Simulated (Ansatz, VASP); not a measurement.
**Two plane-wave programs on CdTe**

```
CELL_PARAMETERS angstrom
0.00000 3.40795 3.25906
3.40795 0.00000 3.25906
3.40795 3.40795 0.00000
ATOMIC_POSITIONS crystal
Cd 0.00000 0.00000 0.00000
Te 0.75000 0.75000 0.75000
```

Change from the starting cell: strain +0.030 along x and y, -0.015 along z, atoms carried along.

Alike in both runs: task single point; functional PBE; k mesh 10 × 10 × 10; occupations gaussian, width 0.05 eV; no spin polarisation.

|  | VASP | Ansatz |
| --- | --- | --- |
| version | VASP 6.6.1 | Ansatz 0.2.0 |
| potentials or method | VASP PAW PBE potentials, release 64 (Cd, Te), cutoff 520 eV | scalar-relativistic, plane waves, PAW |
| valence electrons in the cell | 18 | 36 |

Ansatz gave:

```
gap on the k mesh at the Fermi level (eV)                     : 0.37
least direct gap on the mesh (eV)                             : 0.37
pressure (GPa)                                                : -1.4
traceless stress, the component that is largest in VASP (GPa) : 0.48
```

Q: Which values does VASP return?

A: gap on the k mesh at the Fermi level (eV): 0.37; least direct gap on the mesh (eV): 0.37; pressure (GPa): -1.3; traceless stress, the component that is largest in VASP (GPa): 0.48.

The functional is the same, so the differences come from potentials, cutoffs and numerics. VASP's potentials hold 18 valence electrons a cell and Ansatz's 36, so a difference there can come from the potentials and not from the codes.

Neither program's run includes spin-orbit coupling.
